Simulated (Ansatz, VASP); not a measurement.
BN: VASP beside Ansatz

File INCAR:

```
  PREC = Accurate
  ENCUT = 600
  EDIFF = 1E-6
  ISMEAR = 0
  SIGMA = 0.05
  LREAL = F
  LASPH = T
  NELM = 120
  ALGO = Normal
  ISIF = 2
  LWAVE = F
  LCHARG = T
  GGA = PE
  LELF = T
  LVHAR = T
  NBANDS = 11
  GGA_COMPAT = F
```

Contents of KPOINTS:

```
Automatic mesh
0
Gamma
  16 16 16
```

Contents of POSCAR:

```
BN
1.0
    0.0000000000      1.8135050275      1.8135050275
    1.8135050275      0.0000000000      1.8135050275
    1.8135050275      1.8135050275      0.0000000000
B N
1 1
Direct
    0.0000000000      0.0000000000      0.0000000000
    0.7500000000      0.7500000000      0.7500000000
```

Input for Ansatz:

```yaml
crystal:
  lattice:
    - [0.0, 1.8135050275, 1.8135050275]
    - [1.8135050275, 0.0, 1.8135050275]
    - [1.8135050275, 1.8135050275, 0.0]
  atoms:
    - { symbol: B, position: [0.0, 0.0, 0.0] }
    - { symbol: "N", position: [0.75, 0.75, 0.75] }
basis:
  ecutwfc: 420
  ecutrho_ratio: 4
kpoints:
  mp_grid: { grid: [16, 16, 16] }
hamiltonian:
  xc: pbe
scf:
  occupations: { method: gaussian, width: 0.05 }
output:
  forces: true
  stress: true
  eigenvalues: true
```

Alike in both runs: task single point; functional PBE; k mesh 16 × 16 × 16; occupations gaussian, width 0.05 eV; no spin polarisation.

```csv
,VASP,Ansatz
version,VASP 6.6.1,Ansatz 0.2.0
potentials or method,"VASP PAW PBE potentials, release 64 (B, N), cutoff 600 eV","scalar-relativistic, plane waves, PAW"
valence electrons in the cell,8,8
```

Ansatz gave:

* gap on the k mesh at the Fermi level (eV): 4.46
* least direct gap on the mesh (eV): 8.78
* pressure (GPa): -0.7

**Question.** What did VASP give for the same quantities?

**Answer.** gap on the k mesh at the Fermi level (eV): 4.45; least direct gap on the mesh (eV): 8.77; pressure (GPa): -0.7.
